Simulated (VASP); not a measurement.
# Cl (P6_3/mmc) in VASP: further runs

Cl is run at these levels: PBEsol; tasks: single point.

All numbers are computed with VASP 6.6.1; they aren't measurements. Logs are shortened: lines on timing, memory, paths and dates and some standing lists are left out, and cuts for length are marked.

### Step 1. The cell of the first run

It takes space group P6_3/mmc (No. 194, hexagonal). The conventional cell has a = 3.309 Å, b = 3.309 Å, c = 3.904 Å, α = 90.00°, β = 90.00°, γ = 120.00°. Cl (site symmetry -6m2) has 12 Cl at 2.73 to 3.31 Å within 3.6 Å.

### Step 2. Single point, PBEsol

Input file INCAR:

```
ALGO = Normal ; EDIFF = 1E-7
ENCUT = 520 ; GGA = PS
ISIF = 2 ; ISMEAR = -1
LASPH = T ; LCHARG = F
LREAL = F ; LWAVE = F
NBANDS = 14 ; NELM = 60
PREC = Accurate ; SIGMA = 0.08
```

Input file KPOINTS:

```
k-points
0
Gamma
  15 15 8
```

Input file POSCAR:

```
Cl
1.0
    3.3089372509      0.0000000000      0.0000000000
   -1.6544686255      2.8656237188      0.0000000000
    0.0000000000      0.0000000000      3.9042084515
Cl
2
Direct
    0.3333333333      0.6666666667      0.2500000000
    0.6666666667      0.3333333333      0.7500000000
```

Potentials or basis: VASP PAW PBE potentials, release 64 (Cl).

Launch:

```sh
cat potpaw_PBE.64/Cl/POTCAR > POTCAR
mpirun -np 1 vasp_std > vasp.out
```

OUTCAR:

```text
EDIFF = 1E-7
   ENCUT = 520
   GGA = PS
   ISIF = 2
   ISMEAR = -1
   LASPH = T
   LREAL = F
   NELM = 60
   PREC = Accurate

 ion  position               nearest neighbor table
   1  0.333  0.667  0.250-
   2  0.667  0.333  0.750-

  LATTYP: Found a hexagonal cell.
 ALAT       =     3.3089372509
 C/A-ratio  =     1.1798980021

  Lattice vectors:

 A1 = (   3.3089372509,   0.0000000000,   0.0000000000)
 A2 = (  -1.6544686255,   2.8656237188,   0.0000000000)
 A3 = (   0.0000000000,   0.0000000000,   3.9042084515)

Analysis of symmetry for initial positions (statically):
=====================================================================
 Subroutine PRICEL returns:
 Original cell was already a primitive cell.

 Routine SETGRP: Setting up the symmetry group for a
 hexagonal supercell.

 Subroutine GETGRP returns: Found 24 space group operations
 (whereof 12 operations were pure point group operations)
 out of a pool of 24 trial point group operations.

The static configuration has the point symmetry D_3d.
 The point group associated with its full space group is D_6h.

Analysis of symmetry for dynamics (positions and initial velocities):
=====================================================================
 Subroutine PRICEL returns:
 Original cell was already a primitive cell.

 Routine SETGRP: Setting up the symmetry group for a
 hexagonal supercell.

 Subroutine GETGRP returns: Found 24 space group operations
 (whereof 12 operations were pure point group operations)
 out of a pool of 24 trial point group operations.

The dynamic configuration has the point symmetry D_3d.
 The point group associated with its full space group is D_6h.

 Subroutine INISYM returns: Found 24 space group operations
 (whereof 12 operations are pure point group operations),
 and found     1 'primitive' translations

----------------------------------------------------------------------------------------

                                     Primitive cell

  volume of cell :      37.0204

  direct lattice vectors                    reciprocal lattice vectors
     3.308937251  0.000000000  0.000000000     0.302211835  0.174482085  0.000000000
    -1.654468626  2.865623719  0.000000000     0.000000000  0.348964169  0.000000000
     0.000000000  0.000000000  3.904208452     0.000000000  0.000000000  0.256133865

  length of vectors
     3.308937251  3.308937251  3.904208452     0.348964169  0.348964169  0.256133865

  position of ions in fractional coordinates (direct lattice)
     0.333333333  0.666666667  0.250000000
     0.666666667  0.333333333  0.750000000

  ion indices of the primitive-cell ions
   primitive index   ion index
                 1           1
                 2           2

----------------------------------------------------------------------------------------

 KPOINTS: k-points

Automatic generation of k-mesh.
 Grid dimensions read from file:
 generate k-points for:   15   15    8

 Generating k-lattice:

  Cartesian coordinates                     Fractional coordinates (reciprocal lattice)
     0.020147456  0.011632139  0.000000000     0.066666667  0.000000000  0.000000000
     0.000000000  0.023264278  0.000000000     0.000000000  0.066666667  0.000000000
     0.000000000  0.000000000  0.032016733     0.000000000  0.000000000  0.125000000

  Length of vectors
     0.023264278  0.023264278  0.032016733

  Shift w.r.t. Gamma in fractional coordinates (k-lattice)
     0.000000000  0.000000000  0.000000000

 Subroutine IBZKPT returns following result:
 ===========================================

 Found    135 irreducible k-points:

 Following reciprocal coordinates:
            Coordinates               Weight
  0.000000  0.000000  0.000000      1.000000
  0.066667  0.000000  0.000000      6.000000
  0.133333  0.000000  0.000000      6.000000
  0.200000  0.000000  0.000000      6.000000
  0.266667  0.000000  0.000000      6.000000
  0.333333  0.000000  0.000000      6.000000
[... 16 lines left out ...]
  0.333333  0.200000  0.000000     12.000000
  0.400000  0.200000  0.000000      6.000000
 [... further k-points ...]
   k-points           NKPTS =    135   k-points in BZ     NKDIM =    135   number of bands    NBANDS=     14
   number of dos      NEDOS =    301   number of ions     NIONS =      2
   total plane-waves  NPLWV =  23520
   dimension x,y,z NGX =    28 NGY =   28 NGZ =   30
   dimension x,y,z NGXF=    56 NGYF=   56 NGZF=   60
   ions per type =               2
   NGX,Y,Z   is equivalent  to a cutoff of  14.07, 14.07, 12.77 a.u.
   NGXF,Y,Z  is equivalent  to a cutoff of  28.14, 28.14, 25.55 a.u.
 SYSTEM =  unknown system
   PREC   = accura    normal or accurate (medium, high low for compatibility)
   ISTART =      0    job   : 0-new  1-cont  2-samecut
   ICHARG =      2    charge: 1-file 2-atom 10-const
   ISPIN  =      1    spin polarized calculation?
   LNONCOLLINEAR =      F non collinear calculations
   LSORBIT =      F    spin-orbit coupling
   LASPH  =      T    aspherical Exc in radial PAW
   ENCUT  =  520.0 eV  38.22 Ry    6.18 a.u.   6.15  6.15  7.26*2*pi/ulx,y,z
   NELM   =     60;   NELMIN=  2; NELMDL= -5     # of ELM steps
   EDIFF  = 0.1E-06   stopping-criterion for ELM
   LREAL  =      F    real-space projection
   EDIFFG = 0.1E-05   stopping-criterion for IOM
   NSW    =      0    number of steps for IOM
   IBRION =     -1    ionic relax: 0-MD 1-quasi-New 2-CG
   NFREE  =      0    steps in history (QN), initial steepest desc. (CG)
   ISIF   =      2    stress and relaxation
   ISYM   =      2    0-nonsym 1-usesym 2-fastsym
   POTIM  = 0.5000    time-step for ionic-motion
   TEBEG  =    0.0;   TEEND  =   0.0 temperature during run
   PSTRESS=    0.0 pullay stress
   NELECT =      14.0000    total number of electrons
   NUPDOWN=      -1.0000    fix difference up-down
   EMIN   =  10.00;   EMAX   =-10.00  energy-range for DOS
   EFERMI =   0.00;   METHOD = LEGACY
   ISMEAR =    -1;   SIGMA  =   0.08  broadening in eV -4-tet -1-fermi 0-gaus
   EFERMI_NEDOS =   21; number of points for ismear=-14 and -15
   IALGO  =     38    algorithm
   IMIX   =      4    mixing-type and parameters
     AMIX     =   0.40;   BMIX     =  1.00
     AMIX_MAG =   1.60;   BMIX_MAG =  1.00
  volume/ion in A,a.u.               =      18.51       124.91
  Fermi-wavevector in a.u.,A,eV,Ry     =   1.183870  2.237190 19.069214  1.401548
  Thomas-Fermi vector in A             =   2.320096
   LORBIT       =      0    0 simple, 1 ext, 2 COOP (PROOUT), +10 PAW based schemes
   GGA     = PS    functional components
   LHFCALC =     F    Hartree Fock is set to
   AEXX    =    0.0000 exact exchange contribution
   IVDW    =     0    specifies the selected vdW correction
   LEPSILON=     F    determine dielectric tensor
   LRPA    =     F    only Hartree local field effects (RPA)
 non-spin polarized calculation
  energy-cutoff  :      520.00
  volume of cell :       37.02
 maximum number of plane-waves:      1014
 NGX is ok and might be reduce to    28
   NGX = 13   NGY = 13   NGZ = 15

 number of electron      14.0000001 magnetization

 Free energy of the ion-electron system (eV)
  ---------------------------------------------------
  ext. energy  EPLUGINS =         0.00000000
  ---------------------------------------------------
  free energy    TOTEN  =        -2.68242647 eV

  energy without entropy =       -2.63556473  energy(sigma->0) =       -2.65899560

 E-fermi :   3.8544     XC(G=0): -10.3776

 val. band max:        3.8512597515   @ k =   0.2667   0.0667   0.1250
 cond. band min:       3.8680430072   @ k =   0.2000   0.0667   0.1250
 fundamental gap:      0.0167832557
 Fermi energy:         3.8543936267

 k-point     1 :       0.0000    0.0000    0.0000
  band No.  band energies     occupation
      1     -13.1743      2.00000
      2      -9.0206      2.00000
      3      -1.7082      2.00000
      4       1.7039      2.00000
      5       1.7039      2.00000
      6       3.7802      1.43293
      7       3.7802      1.43293
      8       5.2257      0.00000
      9      10.6344      0.00000
     10      13.0668      0.00000
     11      15.8478      0.00000
     12      15.8478      0.00000
     13      17.4506      0.00000
     14      17.4506      0.00000

 k-point     2 :       0.0667    0.0000    0.0000
  band No.  band energies     occupation
      1     -13.1266      2.00000
      2      -9.0366      2.00000
      3      -1.6555      2.00000
      4       1.5427      2.00000
      5       1.6201      2.00000
      6       3.6573      1.84318
      7       3.8279      1.16417
      8       5.1285      0.00000
      9      10.8243      0.00000
     10      13.2531      0.00000
     11      15.5626      0.00000
     12      15.9607      0.00000
     13      17.2852      0.00000
     14      17.3855      0.00000

 k-point     3 :       0.1333    0.0000    0.0000
  band No.  band energies     occupation
      1     -12.9854      2.00000
      2      -9.0889      2.00000
      3      -1.4989      2.00000
      4       1.1223      2.00000
      5       1.4077      2.00000
      6       3.3323      1.99708
      7       3.9369      0.52586
      8       4.8489      0.00001
      9      11.2938      0.00000
     10      13.5751      0.00000
     11      15.2454      0.00000
     12      16.3093      0.00000
     13      16.8889      0.00000
     14      17.0954      0.00000
[... 324 lines left out ...]
 k-point    23 :       0.3333    0.2000    0.0000
  band No.  band energies     occupation
      1     -11.3261      2.00000
      2     -10.1530      2.00000
      3      -1.2041      2.00000
      4       0.4533      2.00000
      5       0.5645      2.00000
      6       1.7028      2.00000
      7       2.1657      2.00000
      8       3.6327      1.88215
      9      12.2457      0.00000
     10      12.7837      0.00000
     11      14.9808      0.00000
     12      16.7067      0.00000
     13      18.2908      0.00000
     14      19.8528      0.00000

 k-point    24 :       0.4000    0.2000    0.0000
  band No.  band energies     occupation
      1     -11.1531      2.00000
      2     -10.3037      2.00000
      3      -1.3083      2.00000
      4       0.6719      2.00000
      5       0.6743      2.00000
      6       1.5304      2.00000
      7       1.9211      2.00000
      8       3.6132      1.90654
      9      12.1568      0.00000
     10      12.6575      0.00000
     11      15.8372      0.00000
     12      16.1115      0.00000
     13      18.3120      0.00000
     14      19.9516      0.00000

 [... further k-points ...]
[... 5 lines left out ...]
  --------------------------------------------------------------------------------------
  -------------------------------------------------------------------------------------
  Total        1.0949019      1.0949019      1.0999994     -0.0000000     -0.0000000      0.0000000
  in kB       47.3854604     47.3854604     47.6060724     -0.0000000     -0.0000000      0.0000000
  external PRESSURE =      47.4589977 kB  Pullay stress =       0.0000000 kB

 VOLUME and BASIS-vectors are now :
 -----------------------------------------------------------------------------
  energy-cutoff  :      520.00
  volume of cell :       37.02
      direct lattice vectors                 reciprocal lattice vectors
     3.308937251  0.000000000  0.000000000     0.302211835  0.174482085  0.000000000
    -1.654468626  2.865623719  0.000000000     0.000000000  0.348964169  0.000000000
     0.000000000  0.000000000  3.904208452     0.000000000  0.000000000  0.256133865

 POSITION                                       TOTAL-FORCE (eV/Angst)
 -----------------------------------------------------------------------------------
     -0.00000      1.91042      0.97605        -0.000000      0.000000      0.000000
      1.65447      0.95521      2.92816         0.000000     -0.000000      0.000000
 -----------------------------------------------------------------------------------
    total drift:                               -0.000000      0.000000      0.000000

  FREE ENERGIE OF THE ION-ELECTRON SYSTEM (eV)
  ---------------------------------------------------
  free  energy   TOTEN  =        -2.6824264730 eV

  energy  without entropy=       -2.6355647287  energy(sigma->0) =       -2.65899560
```

It took 23 s on 1 thread of AMD EPYC 9R45 (Zen 5), shared host; peak memory 0.15 GiB.

What came out:

* Free energy: -2.6824 eV
* Pressure: 4.7 GPa
* Band gap on the k mesh: zero (bands 7 and 8 overlap by 2.16 eV)

Caveat: the cell stands under pressure; the PAW data sets were made with another functional, which shifts forces and pressure a little.

[end of part 1 of 2]
